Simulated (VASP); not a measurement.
Wanted: the native input for a VASP 6.6.1 run.

| Quantity | Value |
| --- | --- |
| Task | single point |
| Functional | r2SCAN |
| Potentials or basis | VASP PAW PBE potentials, release 64 (Cd, S) |
| Cutoff | 520 eV |
| k mesh | 8 × 8 × 8 |
| Occupations | fermi-dirac, width 0.02 eV |
| Spin | non-collinear spin, zero start, spin-orbit coupling |
| Starting moments | [[0.0, 0.0, 0.0], [0.0, 0.0, 0.0]] μB |
| Dipole correction | no |
| Further INCAR settings | ALGO = Normal; EDIFF = 1e-06; NBANDS = 30 |

Crystal: CdS.

```xyz
2
Lattice="0.0000 2.9392 2.9392 2.9392 0.0000 2.9392 2.9392 2.9392 0.0000" Properties=species:S:1:pos:R:3 pbc="T T T"
Cd    0.0000    0.0000    0.0000
S     1.4696    1.4696    1.4696
```

These files were run (other wordings do the same):

POSCAR

```
CdS
1.0
    0.0000000000      2.9392148430      2.9392148430
    2.9392148430      0.0000000000      2.9392148430
    2.9392148430      2.9392148430      0.0000000000
Cd S
1 1
Direct
    0.0000000000      0.0000000000      0.0000000000
    0.2500000000      0.2500000000      0.2500000000
```

INCAR.step1

```
SYSTEM = CdS
  PREC = Accurate
  ENCUT = 520
  ISMEAR = -1
  SIGMA = 0.02
  LREAL = .False.
  LASPH = .True.
  NELM = 150
  LNONCOLLINEAR = .True.
  MAGMOM = 0 0 0 0 0 0
  LSORBIT = .True.
  GGA_COMPAT = .False.
  NBANDS = 30
  GGA = PE
  ALGO = Normal
  EDIFF = 1E-4
  LWAVE = .True.
  LCHARG = .False.
```

INCAR.step2

```
SYSTEM = CdS
  PREC = Accurate
  ENCUT = 520
  EDIFF = 1E-6
  ISMEAR = -1
  SIGMA = 0.02
  LREAL = .False.
  LASPH = .True.
  NELM = 150
  ALGO = Normal
  ISIF = 2
  LWAVE = .False.
  LCHARG = .False.
  LNONCOLLINEAR = .True.
  MAGMOM = 0 0 0 0 0 0
  LORBIT = 11
  LSORBIT = .True.
  GGA_COMPAT = .False.
  LORBMOM = .True.
  METAGGA = R2SCAN
  LMIXTAU = .True.
  NBANDS = 30
  ISTART = 1
```

KPOINTS

```
Automatic mesh
0
Gamma
  8 8 8
  0 0 0
```

Potentials or basis: VASP PAW PBE potentials, release 64 (Cd, S).

Run with:

```bash
$ cat potpaw_PBE.64/Cd/POTCAR potpaw_PBE.64/S/POTCAR > POTCAR
$ cp INCAR.step1 INCAR
$ mpirun -np 1 vasp_ncl > vasp.out
$ cp INCAR.step2 INCAR
$ mpirun -np 1 vasp_ncl > vasp.out
```

It gave:

- Pressure: 0.3 GPa
- Net moment: 0.00 μB per cell
- Valence electrons inside the program's atomic spheres: Cd 10.29; S 3.73

Caveat: the PAW data sets were made with another functional, which shifts forces and pressure a little.

Run time: 3.5 min on 1 thread of Intel(R) Xeon(R) 6975P-C (Granite Rapids), with other jobs on the host, peak memory 0.41 GiB.
